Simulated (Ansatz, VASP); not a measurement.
## Al2Cu in VASP and in Ansatz

File INCAR:

```
SYSTEM = Al2Cu
PREC = Accurate
ENCUT = 520
EDIFF = 1E-6
ISMEAR = 0
SIGMA = 0.15
LREAL = .False.
LASPH = .True.
NELM = 60
ALGO = Fast
ISIF = 2
LWAVE = .False.
LCHARG = .True.
GGA = PS
LELF = .True.
LVHAR = .True.
NBANDS = 16
```

KPOINTS

```
Automatic mesh
0
Gamma
  12 12 16
  0 0 0
```

The input POSCAR:

```
Al2Cu
1.0
    4.0229096136      0.0000000000      0.0000000000
    0.0000000000      4.0229096136      0.0000000000
    0.0000000000      0.0000000000      2.7610029088
Al Cu
2 1
Direct
    0.5000000000      0.0000000000      0.5000000000
    0.0000000000      0.5000000000      0.5000000000
    0.0000000000      0.0000000000      0.0000000000
```

Input for Ansatz:

```yaml
crystal:
  lattice:
    - [4.0229096136, 0.0, 0.0]
    - [0.0, 4.0229096136, 0.0]
    - [0.0, 0.0, 2.7610029088]
  atoms:
    - { symbol: Al, position: [0.5, 0.0, 0.5] }
    - { symbol: Al, position: [0.0, 0.5, 0.5] }
    - { symbol: Cu, position: [0.0, 0.0, 0.0] }
basis:
  ecutwfc: 420
kpoints:
  mp_grid: { grid: [12, 12, 16] }
hamiltonian:
  xc: pbesol
scf:
  occupations: { method: gaussian, width: 0.15 }
output:
  forces: true
  stress: true
  eigenvalues: true
```

Change from the starting cell: strain -0.015 along x and y, -0.030 along z, atoms carried along.

Alike in both runs: task single point; functional PBEsol; k mesh 12 × 12 × 16; occupations gaussian, width 0.15 eV; no spin polarisation.

```csv
,VASP,Ansatz
version,VASP 6.6.1,Ansatz 0.2.0
potentials or method,"VASP PAW PBE potentials, release 64 (Al, Cu), cutoff 520 eV","scalar-relativistic, plane waves, PAW"
valence electrons in the cell,17,25
```

|  | VASP | Ansatz | Ansatz less VASP |
| --- | --- | --- | --- |
| gap on the k mesh at the Fermi level (eV) | none | none | - |
| pressure (GPa) | 7.1 | 7.0 | -0.08 |
| traceless stress, the component that is largest in VASP (GPa) | 1.20 | 1.17 | -0.028 |

VASP's potentials were made for PBE, not for PBEsol. A gap of «none» marks a metal or a gap that the smearing closes. With one functional, cell and mesh, what is left measures potentials, basis and numerics. VASP's potentials hold 17 valence electrons a cell and Ansatz's 25, so a difference there can come from the potentials and not from the codes.
